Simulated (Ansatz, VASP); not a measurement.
# Ni in VASP and in Ansatz

```
CELL_PARAMETERS angstrom
2.44474 0.00000 0.00000
-1.22237 2.11720 0.00000
0.00000 0.00000 4.00321
ATOMIC_POSITIONS crystal
Ni 0.33333 0.66667 0.25000
Ni 0.66667 0.33333 0.75000
```

Alike in both runs: task single point; functional RPBE; k mesh 16 × 16 × 9; occupations fermi-dirac, width 0.05 eV; collinear spin.

|  | VASP | Ansatz |
| --- | --- | --- |
| version | VASP 6.6.1 | Ansatz 0.2.0 |
| potentials or method | VASP PAW PBE potentials, release 64 (Ni), cutoff 520 eV | plane waves (420 eV) with PAW, scalar-relativistic |
| valence electrons in the cell | 20 | 36 |

VASP gave:

* pressure (GPa): 17.6
* traceless stress, the component that is largest in VASP (GPa): 0.78
* net moment per atom (μB): 0.60
* size of the moment on the site where the two differ most (μB): 0.60

**Question.** What did Ansatz give for the same quantities?

**Answer.** Pressure (GPa): 17.8; traceless stress, the component that is largest in VASP (GPa): 0.73; net moment per atom (μB): 0.62; size of the moment on the site where the two differ most (μB): 0.66.

VASP's potentials were made for PBE, not for RPBE. Site moments also hang on the region over which each program counts them. VASP's potentials hold 20 valence electrons a cell and Ansatz's 36, so a difference there can come from the potentials and not from the codes.
